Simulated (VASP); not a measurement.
Input of a VASP 6.6.1 run:

File INCAR:

```
SYSTEM = W
PREC = Accurate
ENCUT = 520
EDIFF = 1E-6
ISMEAR = 0
SIGMA = 0.15
LREAL = .False.
LASPH = .True.
NELM = 80
ALGO = Fast
ISIF = 2
LWAVE = .False.
LCHARG = .False.
GGA = PS
NBANDS = 13
```

Contents of KPOINTS:

```
Automatic mesh
0
Gamma
  20 20 20
  0 0 0
```

POSCAR

```
W
1.0
   -1.6771650000      1.6771650000      1.5573675000
    1.6771650000     -1.6771650000      1.5573675000
    1.6771650000      1.6771650000     -1.5573675000
W
1
Direct
    0.0000000000      0.0000000000      0.0000000000
```

Potentials or basis: VASP PAW PBE potentials, release 64 (W_sv).

The run is started by

```console
$ cat potpaw_PBE.64/W_sv/POTCAR > POTCAR
$ mpirun -np 1 vasp_std > vasp.out
```

**Question.** What does it give for the band gap on the k mesh?

**Answer.** Zero (band 7 reaches 14.29 eV, above the bottom of band 8 at 8.87 eV).

**Question.** Estimate the pressure.

**Answer.** -27.3 GPa.

Stress tensor (GPa, compression positive):
```
-33.72   0.00   0.00
  0.00 -33.72   0.00
  0.00   0.00 -14.43
```

Caveat: the cell differs from its parent crystal (strain +0.050 along x and y, -0.025 along z); the PAW data sets were made with another functional, which shifts forces and pressure a little; spin-orbit coupling is left out, which moves the levels of the heavy elements.
